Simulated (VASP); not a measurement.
# Rh (I4/mmm) in VASP: a series of runs

The runs below take Rh through single point, with PBE.

Everything below comes from runs of VASP 6.6.1. Logs are shortened: lines on timing, memory, paths and dates and some standing lists are left out, and cuts for length are marked.

### 1 The cell of the first run

It takes space group I4/mmm (No. 139, tetragonal). Conventional cell: a = 2.689 Å, b = 2.689 Å, c = 3.841 Å, α = 90.00°, β = 90.00°, γ = 90.00°. Rh (site symmetry 4/mmm) has 12 Rh at 2.69 to 2.70 Å within 3.5 Å.

### 2 Single point, PBE (strain +0.0100 x Voigt [0, 0, 1, 0, 0, 0])

File INCAR:

```
SYSTEM = Rh
PREC = Accurate
ENCUT = 520
EDIFF = 1E-7
ISMEAR = 1
SIGMA = 0.02
LREAL = .FALSE.
LASPH = .TRUE.
NELM = 100
ALGO = Fast
ISIF = 2
LWAVE = .FALSE.
LCHARG = .FALSE.
GGA = PE
NBANDS = 14
```

File KPOINTS:

```
Automatic mesh
0
G
  22 22 22
  0 0 0
```

File POSCAR:

```
Rh
1.0
    0.0000000000      1.9015500000      1.9205655000
    1.9015500000      0.0000000000      1.9205655000
    1.9015500000      1.9015500000      0.0000000000
Rh
1
Direct
    0.0000000000      0.0000000000      0.0000000000
```

Potentials or basis: VASP PAW PBE potentials, release 64 (Rh_pv).

The run is started by

```
$ cat potpaw_PBE.64/Rh_pv/POTCAR > POTCAR
$ mpirun -np 1 vasp_std > vasp.out
```

OUTCAR:

```text
SYSTEM = Rh
   PREC = Accurate
   ENCUT = 520
   EDIFF = 1E-7
   ISMEAR = 1
   LREAL = .FALSE.
   LASPH = .TRUE.
   NELM = 100
   ISIF = 2
   GGA = PE

 ion  position               nearest neighbor table
   1  0.000  0.000  0.000-

  LATTYP: Found a body centered tetragonal cell.
 ALAT       =     2.6891977995
 C/A-ratio  =     1.4283556980

  Lattice vectors:

 A1 = (  -1.9015500000,   0.0000000000,   1.9205655000)
 A2 = (   1.9015500000,   0.0000000000,   1.9205655000)
 A3 = (   0.0000000000,   1.9015500000,  -1.9205655000)

Analysis of symmetry for initial positions (statically):
=====================================================================
 Subroutine PRICEL returns:
 Original cell was already a primitive cell.

 Routine SETGRP: Setting up the symmetry group for a
 body centered tetragonal supercell.

 Subroutine GETGRP returns: Found 16 space group operations
 (whereof 16 operations were pure point group operations)
 out of a pool of 16 trial point group operations.

The static configuration has the point symmetry D_4h.

Analysis of symmetry for dynamics (positions and initial velocities):
=====================================================================
 Subroutine PRICEL returns:
 Original cell was already a primitive cell.

 Routine SETGRP: Setting up the symmetry group for a
 body centered tetragonal supercell.

 Subroutine GETGRP returns: Found 16 space group operations
 (whereof 16 operations were pure point group operations)
 out of a pool of 16 trial point group operations.

The dynamic configuration has the point symmetry D_4h.

 Subroutine INISYM returns: Found 16 space group operations
 (whereof 16 operations are pure point group operations),
 and found     1 'primitive' translations

----------------------------------------------------------------------------------------

                                     Primitive cell

  volume of cell :      13.8891

  direct lattice vectors                    reciprocal lattice vectors
     0.000000000  1.901550000  1.920565500    -0.262943388  0.262943388  0.260339988
     1.901550000  0.000000000  1.920565500     0.262943388 -0.262943388  0.260339988
     1.901550000  1.901550000  0.000000000     0.262943388  0.262943388 -0.260339988

  length of vectors
     2.702677236  2.702677236  2.689197800     0.453933211  0.453933211  0.453933211

  position of ions in fractional coordinates (direct lattice)
     0.000000000  0.000000000  0.000000000

  ion indices of the primitive-cell ions
   primitive index   ion index
                 1           1

----------------------------------------------------------------------------------------

 KPOINTS: Automatic mesh

Automatic generation of k-mesh.
 Grid dimensions read from file:
 generate k-points for:   22   22   22

 Generating k-lattice:

  Cartesian coordinates                     Fractional coordinates (reciprocal lattice)
    -0.011951972  0.011951972  0.011833636     0.045454545 -0.000000000  0.000000000
     0.011951972 -0.011951972  0.011833636    -0.000000000  0.045454545  0.000000000
     0.011951972  0.011951972 -0.011833636     0.000000000  0.000000000  0.045454545

  Length of vectors
     0.020633328  0.020633328  0.020633328

  Shift w.r.t. Gamma in fractional coordinates (k-lattice)
     0.000000000  0.000000000  0.000000000

 Subroutine IBZKPT returns following result:
 ===========================================

 Found    834 irreducible k-points:

 Following reciprocal coordinates:
            Coordinates               Weight
  0.000000  0.000000  0.000000      1.000000
  0.045455 -0.000000  0.000000      8.000000
  0.090909 -0.000000  0.000000      8.000000
  0.136364  0.000000  0.000000      8.000000
  0.181818  0.000000  0.000000      8.000000
  0.227273 -0.000000  0.000000      8.000000
[... 16 lines left out ...]
  0.500000  0.045455  0.000000      8.000000
 -0.454545  0.045455  0.000000      8.000000
 [... further k-points ...]
   k-points           NKPTS =    834   k-points in BZ     NKDIM =    834   number of bands    NBANDS=     14
   number of dos      NEDOS =    301   number of ions     NIONS =      1
   total plane-waves  NPLWV =   8000
   dimension x,y,z NGX =    20 NGY =   20 NGZ =   20
   dimension x,y,z NGXF=    40 NGYF=   40 NGZF=   40
   ions per type =               1
   NGX,Y,Z   is equivalent  to a cutoff of  12.30, 12.30, 12.36 a.u.
   NGXF,Y,Z  is equivalent  to a cutoff of  24.60, 24.60, 24.73 a.u.
 SYSTEM =  Rh
   PREC   = accura    normal or accurate (medium, high low for compatibility)
   ISTART =      0    job   : 0-new  1-cont  2-samecut
   ICHARG =      2    charge: 1-file 2-atom 10-const
   ISPIN  =      1    spin polarized calculation?
   LNONCOLLINEAR =      F non collinear calculations
   LSORBIT =      F    spin-orbit coupling
   LASPH  =      T    aspherical Exc in radial PAW
   ENCUT  =  520.0 eV  38.22 Ry    6.18 a.u.   5.03  5.03  5.00*2*pi/ulx,y,z
   NELM   =    100;   NELMIN=  2; NELMDL= -5     # of ELM steps
   EDIFF  = 0.1E-06   stopping-criterion for ELM
   LREAL  =      F    real-space projection
   EDIFFG = 0.1E-05   stopping-criterion for IOM
   NSW    =      0    number of steps for IOM
   IBRION =     -1    ionic relax: 0-MD 1-quasi-New 2-CG
   NFREE  =      0    steps in history (QN), initial steepest desc. (CG)
   ISIF   =      2    stress and relaxation
   ISYM   =      2    0-nonsym 1-usesym 2-fastsym
   POTIM  = 0.5000    time-step for ionic-motion
   TEBEG  =    0.0;   TEEND  =   0.0 temperature during run
   PSTRESS=    0.0 pullay stress
   NELECT =      15.0000    total number of electrons
   NUPDOWN=      -1.0000    fix difference up-down
   EMIN   =  10.00;   EMAX   =-10.00  energy-range for DOS
   EFERMI =   0.00;   METHOD = LEGACY
   ISMEAR =     1;   SIGMA  =   0.02  broadening in eV -4-tet -1-fermi 0-gaus
   EFERMI_NEDOS =   21; number of points for ismear=-14 and -15
   IALGO  =     68    algorithm
   IMIX   =      4    mixing-type and parameters
     AMIX     =   0.40;   BMIX     =  1.00
     AMIX_MAG =   1.60;   BMIX_MAG =  1.00
  volume/ion in A,a.u.               =      13.89        93.73
  Fermi-wavevector in a.u.,A,eV,Ry     =   1.679630  3.174041 38.384186  2.821158
  Thomas-Fermi vector in A             =   2.763508
   LORBIT       =      0    0 simple, 1 ext, 2 COOP (PROOUT), +10 PAW based schemes
   GGA     = PE    functional components
   LHFCALC =     F    Hartree Fock is set to
   AEXX    =    0.0000 exact exchange contribution
   IVDW    =     0    specifies the selected vdW correction
   LEPSILON=     F    determine dielectric tensor
   LRPA    =     F    only Hartree local field effects (RPA)
 non-spin polarized calculation
 RMM-DIIS sequential band-by-band and
 Methfessel and Paxton  Order N= 1 SIGMA  =   0.02
  energy-cutoff  :      520.00
  volume of cell :       13.89
 maximum number of plane-waves:       388
   NGX =  9   NGY =  9   NGZ =  9

 number of electron      15.0000005 magnetization

 Free energy of the ion-electron system (eV)
  ---------------------------------------------------
  ext. energy  EPLUGINS =         0.00000000
  ---------------------------------------------------
  free energy    TOTEN  =        -7.25592027 eV

  energy without entropy =       -7.25589107  energy(sigma->0) =       -7.25591054

 E-fermi :  11.7046     XC(G=0): -13.9667

 val. band max:       11.7038971451   @ k =  -0.2727   0.1364   0.0909
 cond. band min:      11.7053486194   @ k =  -0.0909   0.2273   0.1818
 fundamental gap:      0.0014514742
 Fermi energy:        11.7045838321

 k-point     1 :       0.0000    0.0000    0.0000
  band No.  band energies     occupation
      1     -34.6494      2.00000
      2     -34.6464      2.00000
      3     -34.6464      2.00000
      4       3.8341      2.00000
      5       8.6154      2.00000
      6       8.7232      2.00000
      7       8.7232      2.00000
      8      10.6747      2.00000
      9      10.8012      2.00000
     10      27.7230      0.00000
     11      32.2737      0.00000
     12      32.9241      0.00000
     13      33.2255      0.00000
     14      33.2255      0.00000

 k-point     2 :       0.0455   -0.0000    0.0000
  band No.  band energies     occupation
      1     -34.6624      2.00000
      2     -34.6504      2.00000
      3     -34.6483      2.00000
      4       3.9170      2.00000
      5       8.6149      2.00000
      6       8.7193      2.00000
      7       8.7558      2.00000
      8      10.6573      2.00000
      9      10.7816      2.00000
     10      27.8429      0.00000
     11      32.2721      0.00000
     12      32.6064      0.00000
     13      33.1739      0.00000
     14      33.3458      0.00000

 k-point     3 :       0.0909   -0.0000    0.0000
  band No.  band energies     occupation
      1     -34.7054      2.00000
      2     -34.6567      2.00000
      3     -34.6539      2.00000
      4       4.1590      2.00000
      5       8.5425      2.00000
      6       8.7820      2.00000
      7       8.8456      2.00000
      8      10.6158      2.00000
      9      10.7326      2.00000
     10      28.1763      0.00000
     11      31.5266      0.00000
     12      32.2749      0.00000
     13      33.4992      0.00000
     14      33.6982      0.00000

 k-point     4 :       0.1364    0.0000    0.0000
  band No.  band energies     occupation
      1     -34.7729      2.00000
      2     -34.6664      2.00000
      3     -34.6626      2.00000
      4       4.5362      2.00000
      5       8.4246      2.00000
      6       8.8941      2.00000
      7       8.9669      2.00000
      8      10.5830      2.00000
      9      10.6854      2.00000
     10      28.6335      0.00000
     11      30.2405      0.00000
     12      32.2740      0.00000
     13      34.0542      0.00000
     14      34.2580      0.00000

 k-point     5 :       0.1818    0.0000    0.0000
  band No.  band energies     occupation
      1     -34.8590      2.00000
      2     -34.6788      2.00000
      3     -34.6737      2.00000
      4       4.9968      2.00000
      5       8.3461      2.00000
      6       8.9889      2.00000
      7       9.0722      2.00000
      8      10.6139      2.00000
      9      10.6931      2.00000
     10      28.7432      0.00000
     11      29.2220      0.00000
[... 276 lines left out ...]
 k-point    22 :       0.4545    0.0455    0.0000
  band No.  band energies     occupation
      1     -35.3245      2.00000
      2     -34.7543      2.00000
      3     -34.7420      2.00000
      4       5.7777      2.00000
      5       8.5324      2.00000
      6       8.7676      2.00000
      7      11.2022      2.00000
      8      12.2065      0.00000
      9      12.8389      0.00000
     10      20.9553      0.00000
     11      27.4831      0.00000
     12      32.2732      0.00000
     13      32.9669      0.00000
     14      33.1343      0.00000

 k-point    23 :       0.5000    0.0455    0.0000
  band No.  band energies     occupation
      1     -35.3475      2.00000
      2     -34.7604      2.00000
      3     -34.7426      2.00000
      4       5.7462      2.00000
      5       8.5030      2.00000
      6       8.7231      2.00000
      7      11.5069      2.00000
      8      12.2524      0.00000
      9      13.2478      0.00000
     10      20.2882      0.00000
     11      27.3274      0.00000
     12      32.2726      0.00000
     13      32.6519      0.00000
     14      32.8793      0.00000

 k-point    24 :      -0.4545    0.0455    0.0000
  band No.  band energies     occupation
      1     -35.3433      2.00000
      2     -34.7622      2.00000
      3     -34.7393      2.00000
      4       5.7531      2.00000
      5       8.5200      2.00000
      6       8.7217      2.00000
      7      11.4835      2.00000
      8      12.1600      0.00000
      9      13.2093      0.00000
     10      20.4240      0.00000
     11      27.3553      0.00000
     12      32.2721      0.00000
     13      32.5171      0.00000
     14      33.1432      0.00000

 [... further k-points ...]
[... 5 lines left out ...]
  --------------------------------------------------------------------------------------
  -------------------------------------------------------------------------------------
  Total        0.3163276      0.3163276      0.1248595      0.0000000     -0.0000000      0.0000000
  in kB       36.4899353     36.4899353     14.4031555      0.0000000     -0.0000000      0.0000000
  external PRESSURE =      29.1276753 kB  Pullay stress =       0.0000000 kB

 VOLUME and BASIS-vectors are now :
 -----------------------------------------------------------------------------
  energy-cutoff  :      520.00
  volume of cell :       13.89
      direct lattice vectors                 reciprocal lattice vectors
     0.000000000  1.901550000  1.920565500    -0.262943388  0.262943388  0.260339988
     1.901550000  0.000000000  1.920565500     0.262943388 -0.262943388  0.260339988
     1.901550000  1.901550000  0.000000000     0.262943388  0.262943388 -0.260339988

 POSITION                                       TOTAL-FORCE (eV/Angst)
 -----------------------------------------------------------------------------------
      0.00000      0.00000      0.00000         0.000000      0.000000      0.000000
 -----------------------------------------------------------------------------------
    total drift:                                0.000000     -0.000000      0.000000

  FREE ENERGIE OF THE ION-ELECTRON SYSTEM (eV)
  ---------------------------------------------------
  free  energy   TOTEN  =        -7.2559202699 eV

  energy  without entropy=       -7.2558910745  energy(sigma->0) =       -7.25591054
```

Wall time 2.4 min (1 thread of Intel Xeon Platinum 8259CL at 2.50GHz (Skylake/Cascade Lake), shared host); peak memory 0.25 GiB.

What came out:

| Quantity | Value |
| --- | --- |
| Free energy | -7.2559 eV |
| Pressure | 2.9 GPa |

Stress tensor (GPa, compression positive):
```
3.65 0.00 0.00
0.00 3.65 0.00
0.00 0.00 1.44
```

Caveat: the cell differs from its parent crystal (strain +0.0100 x Voigt [0, 0, 1, 0, 0, 0]).

### 3 Single point, PBE (strain +0.0200 x Voigt [0, 0, 1, 0, 0, 0])

File INCAR:

```
PREC = Accurate
ENCUT = 520
EDIFF = 1E-6
ISMEAR = 1
SIGMA = 0.02
LREAL = False
LASPH = True
NELM = 80
ALGO = Fast
ISIF = 2
LWAVE = False
LCHARG = False
GGA = PE
NBANDS = 14
```

File KPOINTS:

```
regular mesh
0
Gamma
  22 22 22
```

File POSCAR:

```
Rh
1.0
    0.0000000000      1.9015500000      1.9395810000
    1.9015500000      0.0000000000      1.9395810000
    1.9015500000      1.9015500000      0.0000000000
Rh
1
Direct
    0.0000000000      0.0000000000      0.0000000000
```

Potentials or basis: VASP PAW PBE potentials, release 64 (Rh_pv).

The run is started by

```
$ cat potpaw_PBE.64/Rh_pv/POTCAR > POTCAR
$ mpirun -np 1 vasp_std > vasp.out
```

It took 2.1 min on 1 thread of Intel Xeon Platinum 8259CL at 2.50GHz (Skylake/Cascade Lake), shared host; peak memory 0.25 GiB.

The run converged. Its results:

```
Free energy : -7.2555 eV
Pressure    : 0.3 GPa
```

Stress tensor (GPa, compression positive):
```
 1.78  0.00  0.00
 0.00  1.78  0.00
 0.00  0.00 -2.59
```

Levels at points of the mesh, in eV from the Fermi level:
| k point | band 5 | band 6 | band 7 | band 8 | band 9 | band 10 |
| --- | --- | --- | --- | --- | --- | --- |
| (0.00, 0.00, 0.00) | -3.11 | -2.90 | -2.90 | -1.08 | -0.83 | 16.03 |
| (0.50, 0.00, 0.00) | -3.15 | -2.94 | 0.51 | 0.61 | 0.77 | 8.45 |
| (0.50, 0.50, 0.00) | -5.75 | 0.54 | 0.95 | 0.95 | 2.98 | 11.67 |
| (0.50, 0.00, 0.50) | -5.76 | 0.52 | 0.87 | 1.06 | 3.39 | 12.22 |

Caveat: the cell differs from its parent crystal (strain +0.0200 x Voigt [0, 0, 1, 0, 0, 0]).

### 4 Single point, PBE (strain +0.0175 x Voigt [0, 0, 1, 0, 0, 0])

File INCAR:

```
SYSTEM = Rh
PREC = Accurate
ENCUT = 520
EDIFF = 1E-6
ISMEAR = 1
SIGMA = 0.02
LREAL = .False.
LASPH = .True.
NELM = 100
ALGO = Fast
ISIF = 2
LWAVE = .False.
LCHARG = .False.
GGA = PE
NBANDS = 14
```

File KPOINTS:

```
regular mesh
0
Gamma
  22 22 22
  0 0 0
```

File POSCAR:

```
Rh
1.0
    0.0000000000      1.9015500000      1.9348271250
    1.9015500000      0.0000000000      1.9348271250
    1.9015500000      1.9015500000      0.0000000000
Rh
1
Direct
    0.0000000000      0.0000000000      0.0000000000
```

The run is started by

```
$ cat potpaw_PBE.64/Rh_pv/POTCAR > POTCAR
$ mpirun -np 1 vasp_std > vasp.out
```

Run time: 2.1 min. Hardware: 1 thread of Intel Xeon Platinum 8259CL at 2.50GHz (Skylake/Cascade Lake), shared host; peak memory 0.25 GiB.

Results (log left out):

* Free energy: -7.2560 eV
* Pressure: 1.0 GPa

Stress tensor (GPa, compression positive):
```
 2.23  0.00  0.00
 0.00  2.23  0.00
 0.00  0.00 -1.60
```

Levels at points of the mesh, in eV from the Fermi level:
```
           k point  band 4  band 5  band 6  band 7  band 8  band 9  band 10  band 11
(0.00, 0.00, 0.00)   -7.82   -3.11   -2.92   -2.92   -1.07   -0.85    16.03    20.59
(0.50, 0.00, 0.00)   -5.96   -3.15   -2.96    0.52    0.61    0.77     8.48    15.51
(0.50, 0.50, 0.00)   -6.13   -5.77    0.54    0.96    0.96    3.02    11.75    13.45
(0.50, 0.00, 0.50)   -6.14   -5.78    0.53    0.89    1.05    3.38    12.23    13.04
```

Caveat: the cell differs from its parent crystal (strain +0.0175 x Voigt [0, 0, 1, 0, 0, 0]).

### 5 Summary

```tsv
cell	further INCAR settings	gap on the mesh (eV)	pressure (GPa)
a = 2.703, b = 2.703, c = 2.689 Å, angles 60.2, 60.2, 59.7°, 1 atom	ALGO = Fast; EDIFF = 1e-07; NBANDS = 14	none	2.9
a = 2.716, b = 2.716, c = 2.689 Å, angles 60.3, 60.3, 59.3°, 1 atom	ALGO = Fast; EDIFF = 1e-06; NBANDS = 14	none	0.3
a = 2.713, b = 2.713, c = 2.689 Å, angles 60.3, 60.3, 59.4°, 1 atom	ALGO = Fast; EDIFF = 1e-06; NBANDS = 14	none	1.0
```

Alike in all rows: task single point; level PBE; potentials or basis VASP PAW PBE potentials, release 64 (Rh_pv); no spin polarisation; k mesh 22 × 22 × 22; cutoff (eV) 520; smearing methfessel-paxton 0.02 eV.

Absolute energies hang on the potentials; compare differences alone.
